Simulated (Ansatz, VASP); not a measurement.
# HCl: VASP beside Ansatz

```xyz
2
Lattice="0.0000 2.9565 2.7375 2.9565 0.0000 2.7375 2.9565 2.9565 0.0000" Properties=species:S:1:pos:R:3 pbc="T T T"
H     0.0000    0.0000    0.0000
Cl    2.9565    2.9565    2.7375
```

Change from the starting cell: strain +0.080 along x and y, +0.000 along z, atoms carried along.

Alike in both runs: task single point; functional r2SCAN; k mesh 16 × 16 × 16; occupations gaussian, width 0.15 eV; no spin polarisation.

|  | VASP | Ansatz |
| --- | --- | --- |
| version | VASP 6.6.1 | Ansatz 0.2.0 |
| potentials or method | VASP PAW PBE potentials, release 64 (H, Cl), cutoff 520 eV | scalar-relativistic, plane waves, PAW |
| valence electrons in the cell | 8 | 8 |

|  | VASP | Ansatz | Ansatz less VASP |
| --- | --- | --- | --- |
| gap on the k mesh at the Fermi level (eV) | none | none | - |
| pressure (GPa) | -9.0 | -8.9 | +0.07 |
| traceless stress, the component that is largest in VASP (GPa) | -3.75 | -3.75 | +0.006 |

VASP's potentials were made for PBE, not for r2SCAN. A gap of «none» marks a metal or a gap that the smearing closes. With one functional, cell and mesh, what is left measures potentials, basis and numerics.
